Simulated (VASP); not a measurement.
Input of a VASP 6.6.1 run:

File INCAR:

```
  AGGAC = 1.0
  AGGAX = 1.0
  ALDAC = 0.0
  ALDAX = 1.0
  ALGO = Normal
  EDIFF = 1E-6
  ENCUT = 520
  GGA = B5
  ISIF = 2
  ISMEAR = -1
  IVDW = 13
  LASPH = True
  LCHARG = False
  LREAL = False
  LWAVE = False
  NBANDS = 35
  NELM = 80
  PREC = Accurate
  SIGMA = 0.05
  VDW_A1 = 0.44488865
  VDW_A2 = 4.0933009
  VDW_S6 = 1.0
  VDW_S8 = 2.34076671
```

Contents of KPOINTS:

```
k-points
0
Gamma
  10 10 2
```

The input POSCAR:

```
MoS2
1.0
    3.1982173318      0.0000000000      0.0000000000
   -1.5991086659      2.7697374562      0.0000000000
    0.0000000000      0.0000000000     21.1340777499
Mo S
2 4
Direct
    0.3333333333      0.6666666667      0.8581205478
    0.6666666667      0.3333333333      0.1418794522
    0.6666666667      0.3333333333      0.7837861042
    0.3333333333      0.6666666667      0.0677489925
    0.6666666667      0.3333333333      0.9322510075
    0.3333333333      0.6666666667      0.2162138958
```

Potentials or basis: VASP PAW PBE potentials, release 64 (Mo_sv, S).

Command:

```sh
$ cat potpaw_PBE.64/Mo_sv/POTCAR potpaw_PBE.64/S/POTCAR > POTCAR
$ mpirun -np 1 vasp_std > vasp.out
```

Task: Estimate the dispersion energy per atom.

Result: -0.731 eV.

Task: Predict the largest force.

Result: 0.008 eV/Å.

Task: What does it give for the band gap on the k mesh?

Result: 1.16 eV (least direct gap 1.83 eV).

Forces in eV/Å, atoms in the order of the input:
```
Mo   0.000  0.000 -0.004
Mo   0.000  0.000  0.004
S    0.000  0.000 -0.003
S    0.000  0.000  0.008
S    0.000  0.000 -0.008
S    0.000  0.000  0.003
```

Caveat: there is no dipole correction, which matters where the two faces differ; the PAW data sets were made with another functional, which shifts forces and pressure a little.
